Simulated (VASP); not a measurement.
Write the native input for VASP 6.6.1 that does the following.

| Quantity | Value |
| --- | --- |
| Task | single point |
| Functional | PBE |
| Dispersion | D3(BJ) |
| Potentials or basis | VASP PAW PBE potentials, release 64 (Mo_sv, S) |
| Cutoff | 520 eV |
| k mesh | 12 × 12 × 4 |
| Occupations | fermi-dirac, width 0.02 eV |
| Spin | no spin polarisation |
| Dipole correction | no |
| Further INCAR settings | ALGO = Normal; EDIFF = 1e-06; NBANDS = 20 |

The structure of MoS2 lies in POSCAR:

```
MoS2
1.0
    3.1754349285      0.0000000000      0.0000000000
   -1.5877174643      2.7500073162      0.0000000000
    0.0000000000      0.0000000000      5.8037771898
Mo S
1 2
Direct
    0.0000000000      0.0000000000      0.0000000000
    0.3333333333      0.6666666667      0.2709200765
    0.6666666667      0.3333333333      0.7290799235
```

The input as run:

INCAR

```
SYSTEM = MoS2
PREC     = Accurate       ! precision mode
ENCUT    = 520            ! plane-wave cutoff, eV
EDIFF    = 1E-6           ! SCF threshold, eV
ISMEAR   = -1             ! smearing method
SIGMA    = 0.02           ! smearing width, eV
LREAL    = .FALSE.        ! projectors in reciprocal space
LASPH    = .TRUE.         ! aspherical terms in the spheres
NELM     = 100            ! most SCF steps
ALGO     = Normal         ! electronic algorithm
ISIF     = 2              ! what is computed and relaxed
LWAVE    = .FALSE.        ! write WAVECAR
LCHARG   = .FALSE.        ! write CHGCAR
GGA      = PE             ! functional
IVDW     = 12             ! dispersion correction
NBANDS   = 20             ! bands
```

KPOINTS

```
Automatic mesh
0
G
  12 12 4
  0 0 0
```

Potentials or basis: VASP PAW PBE potentials, release 64 (Mo_sv, S).

Run with:

```console
$ cat potpaw_PBE.64/Mo_sv/POTCAR potpaw_PBE.64/S/POTCAR > POTCAR
$ mpirun -np 1 vasp_std > vasp.out
```

It gave:

* Pressure: -0.1 GPa
* Largest force: 0.013 eV/Å
* Band gap on the k mesh: zero (bands 13 and 14 overlap by 1.21 eV)
* Dispersion energy per atom: -0.450 eV

It took 41 s on 1 thread of Intel(R) Xeon(R) Platinum 8488C (Sapphire Rapids), with other jobs on the host, peak memory 0.21 GiB.
